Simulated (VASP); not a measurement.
Write the native input for VASP 6.6.1 that does the following.

```yaml
Task: single point
Functional: PBE
Potentials_or_basis: VASP PAW PBE potentials, release 64 (B, As)
Cutoff: 500 eV
k_mesh: 10 × 10 × 10
Occupations: gaussian, width 0.02 eV
Spin: no spin polarisation
Dipole_correction: no
Further_INCAR_settings: ALGO = Normal; EDIFF = 1e-06; NBANDS = 11
```

The structure of BAs (ae) lies in POSCAR:

```
BAs
1.0
    0.0000000000      2.3299740894      2.3299740894
    2.3299740894      0.0000000000      2.3299740894
    2.3299740894      2.3299740894      0.0000000000
B As
1 1
Direct
    0.0000000000      0.0000000000      0.0000000000
    0.2500000000      0.2500000000      0.2500000000
```

This cell differs from its parent crystal: volume scaled by 0.91.

These files were run (other wordings do the same):

INCAR

```
PREC = Accurate
ENCUT = 500
EDIFF = 1E-6
ISMEAR = 0
SIGMA = 0.02
LREAL = False
LASPH = True
NELM = 120
ALGO = Normal
ISIF = 2
LWAVE = False
LCHARG = False
GGA = PE
NBANDS = 11
GGA_COMPAT = False
```

KPOINTS

```
regular mesh
0
Gamma
  10 10 10
```

Potentials or basis: VASP PAW PBE potentials, release 64 (B, As).

Launch:

```sh
$ cat potpaw_PBE.64/B/POTCAR potpaw_PBE.64/As/POTCAR > POTCAR
$ mpirun -np 1 vasp_std > vasp.out
```

It gave:

- Pressure: 16.0 GPa
- Band gap on the k mesh: 1.10 eV, indirect (least direct gap 3.37 eV)

It took 5.8 s on 1 thread of Intel(R) Xeon(R) 6975P-C (Granite Rapids) (shared host), peak memory 0.14 GiB.
